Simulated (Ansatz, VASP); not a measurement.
HfN: VASP beside Ansatz

```
Hf N
1.0
     3.08543    0.00000    0.00000
    -1.54272    2.67206    0.00000
     0.00000    0.00000    2.89086
Hf N
1 1
Direct
  0.00000 0.00000 0.00000
  0.66667 0.33333 0.50000
```

Alike in both runs: task single point; functional RPBE; k mesh 12 × 12 × 12; occupations gaussian, width 0.05 eV; no spin polarisation.

|  | VASP | Ansatz |
| --- | --- | --- |
| version | VASP 6.6.1 | Ansatz 0.2.0 |
| potentials or method | VASP PAW PBE potentials, release 64 (Hf_pv, N), cutoff 520 eV | scalar-relativistic, plane waves, PAW |
| valence electrons in the cell | 15 | 31 |

Ansatz gave:

* pressure (GPa): 8.5
* traceless stress, the component that is largest in VASP (GPa): 1.36

What did VASP give for the same quantities?

Pressure (GPa): 6.4; traceless stress, the component that is largest in VASP (GPa): 1.05.

VASP's potentials were made for PBE, not for RPBE. The functional is the same, so the differences come from potentials, cutoffs and numerics. VASP's potentials hold 15 valence electrons a cell and Ansatz's 31, so a difference there can come from the potentials and not from the codes.

Spin-orbit coupling is off throughout.
